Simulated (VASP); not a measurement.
**Co2Ru: single point with PBE**

Co2Ru:

```
Co Ru
1.0
     0.00000    3.21775    3.21775
     3.21775    0.00000    3.21775
     3.21775    3.21775    0.00000
Co Ru
4 2
Direct
  0.62500 0.62500 0.62500
  0.12500 0.62500 0.62500
  0.62500 0.62500 0.12500
  0.62500 0.12500 0.62500
  0.00000 0.00000 0.00000
  0.25000 0.25000 0.25000
```

* Program: VASP 6.6.1
* Task: single point
* Functional: PBE
* Potentials or basis: VASP PAW PBE potentials, release 64 (Co, Ru_pv)
* Cutoff: 520 eV
* k mesh: 6 × 6 × 6
* Occupations: gaussian, width 0.1 eV
* Spin: collinear spin, ferromagnetic start
* Starting moments: [3.0, 3.0, 3.0, 3.0, 0.0, 0.0] μB
* Dipole correction: no
* Further INCAR settings: ALGO = Normal; EDIFF = 1e-07; NBANDS = 45

The pressure is 20.9 GPa and the net moment is 7.05 μB per cell. The site moments are Co +1.59; Ru +0.33 μB and the valence electrons inside the program's atomic spheres are Co 8.55; Ru 12.57.

Levels at points of the mesh, in eV from the Fermi level:
Spin up:
| k point | band 31 | band 32 | band 33 | band 34 | band 35 | band 36 | band 37 | band 38 | band 39 | band 40 |
| --- | --- | --- | --- | --- | --- | --- | --- | --- | --- | --- |
| (0.00, 0.00, 0.00) | -0.87 | -0.87 | -0.17 | -0.17 | -0.17 | 0.38 | 0.38 | 1.16 | 5.43 | 5.43 |
| (0.50, 0.00, 0.00) | -1.59 | -0.83 | -0.80 | -0.32 | -0.32 | -0.17 | 0.50 | 0.50 | 2.65 | 3.70 |
| (0.50, 0.50, 0.00) | -1.08 | -1.08 | -0.44 | -0.44 | 0.20 | 0.20 | 0.26 | 0.26 | 1.65 | 1.65 |
Spin down:
```
           k point  band 25  band 26  band 27  band 28  band 29  band 30  band 31  band 32  band 33  band 34
(0.00, 0.00, 0.00)    -0.86    -0.86    -0.01    -0.01    -0.01     0.68     0.68     0.68     1.23     1.35
(0.50, 0.00, 0.00)    -0.85    -0.85    -0.55    -0.34    -0.34    -0.09     0.21     0.23     0.23     1.17
(0.50, 0.50, 0.00)    -0.88    -0.88    -0.23    -0.23    -0.10    -0.10     0.41     0.41     0.86     0.86
```

It took 110 s on 1 thread of AMD EPYC 9R45 (Zen 5), with other jobs on the host, peak memory 0.24 GiB.

Caveat: the cell stands under pressure.
